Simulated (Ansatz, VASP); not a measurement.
**KCl: VASP beside Ansatz**

Contents of INCAR:

```
SYSTEM = KCl
PREC = Accurate
ENCUT = 520
EDIFF = 1E-7
ISMEAR = 0
SIGMA = 0.02
LREAL = .FALSE.
LASPH = .TRUE.
NELM = 60
ALGO = Normal
ISIF = 2
LWAVE = .FALSE.
LCHARG = .FALSE.
GGA = PE
NBANDS = 15
```

Contents of KPOINTS:

```
Automatic mesh
0
G
  6 6 6
  0 0 0
```

Contents of POSCAR:

```
KCl
1.0
    0.0000000000      3.1561000000      3.1561000000
    3.1561000000      0.0000000000      3.1561000000
    3.1561000000      3.1561000000      0.0000000000
K Cl
1 1
Direct
    0.0237635056      0.0237635056     -0.0237635056
    0.5000000000      0.5000000000      0.5000000000
```

Input for Ansatz:

```yaml
crystal:
  lattice:
    - [0.0, 3.1561, 3.1561]
    - [3.1561, 0.0, 3.1561]
    - [3.1561, 3.1561, 0.0]
  atoms:
    - { symbol: K, position: [0.0237635056, 0.0237635056, -0.0237635056] }
    - { symbol: Cl, position: [0.5, 0.5, 0.5] }
basis:
  ecutwfc: 420
kpoints:
  mp_grid: { grid: [6, 6, 6] }
hamiltonian:
  xc: pbe
scf:
  occupations: { method: gaussian, width: 0.02 }
output:
  forces: true
  stress: true
  eigenvalues: true
```

Change from the starting cell: one atom moved.

Alike in both runs: task single point; functional PBE; k mesh 6 × 6 × 6; occupations gaussian, width 0.02 eV; no spin polarisation.

```csv
,VASP,Ansatz
version,VASP 6.6.1,Ansatz 0.2.0
potentials or method,"VASP PAW PBE potentials, release 64 (K_sv, Cl), cutoff 520 eV","scalar-relativistic, plane waves, PAW"
valence electrons in the cell,16,16
```

Ansatz gave:

- gap on the k mesh at the Fermi level (eV): 5.16
- least direct gap on the mesh (eV): 5.16
- pressure (GPa): 0.7
- traceless stress, the component that is largest in VASP (GPa): 0.38
- rms of the force components (eV/Å): 0.118

What did VASP give for the same quantities?

gap on the k mesh at the Fermi level (eV): 5.16; least direct gap on the mesh (eV): 5.16; pressure (GPa): 0.8; traceless stress, the component that is largest in VASP (GPa): 0.39; rms of the force components (eV/Å): 0.120.

Atom by atom the forces differ by 0.002 eV/Å (rms over components). The functional is the same, so the differences come from potentials, cutoffs and numerics.
